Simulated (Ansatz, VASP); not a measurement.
## One calculation of Hg, two programs

File INCAR:

```
ALGO = Normal
EDIFF = 1E-6
ENCUT = 520
GGA = PE
ISIF = 2
ISMEAR = 0
IVDW = 12
LASPH = T
LCHARG = F
LREAL = F
LWAVE = F
NBANDS = 19
NELM = 60
PREC = Accurate
SIGMA = 0.15
```

KPOINTS

```
k-points
0
Gamma
  15 15 8
```

POSCAR

```
Hg
1.0
    3.1846000000      0.0000000000      0.0000000000
   -1.5923000000      2.7579445009      0.0000000000
    0.0000000000      0.0000000000      4.9690000000
Hg
2
Direct
    0.6666666667      0.3333333333      0.7500000000
    0.3333333333      0.6666666667      0.2500000000
```

Input for Ansatz:

```yaml
crystal:
  lattice:
    - [3.1846, 0.0, 0.0]
    - [-1.5923, 2.7579445009, 0.0]
    - [0.0, 0.0, 4.969]
  atoms:
    - { symbol: Hg, position: [0.6666666667, 0.3333333333, 0.75] }
    - { symbol: Hg, position: [0.3333333333, 0.6666666667, 0.25] }
basis:
  ecutwfc: 420
kpoints:
  mp_grid: { grid: [15, 15, 8] }
hamiltonian:
  xc: pbe
  dispersion: d3bj
scf:
  occupations: { method: gaussian, width: 0.15 }
output:
  forces: true
  stress: true
  eigenvalues: true
```

Alike in both runs: task single point; functional PBE; dispersion D3(BJ); k mesh 15 × 15 × 8; occupations gaussian, width 0.15 eV; no spin polarisation.

|  | VASP | Ansatz |
| --- | --- | --- |
| version | VASP 6.6.1 | Ansatz 0.2.0 |
| potentials or method | VASP PAW PBE potentials, release 64 (Hg), cutoff 520 eV | scalar-relativistic, plane waves, PAW |
| valence electrons in the cell | 24 | 40 |

|  | VASP | Ansatz | Ansatz less VASP |
| --- | --- | --- | --- |
| gap on the k mesh at the Fermi level (eV) | none | none | - |
| pressure (GPa) | 6.2 | 5.7 | -0.50 |
| traceless stress, the component that is largest in VASP (GPa) | 0.63 | 0.57 | -0.058 |

A gap of «none» marks a metal or a gap that the smearing closes. VASP's potentials hold 24 valence electrons a cell and Ansatz's 40, so a difference there can come from the potentials and not from the codes.

Neither program's run includes spin-orbit coupling.
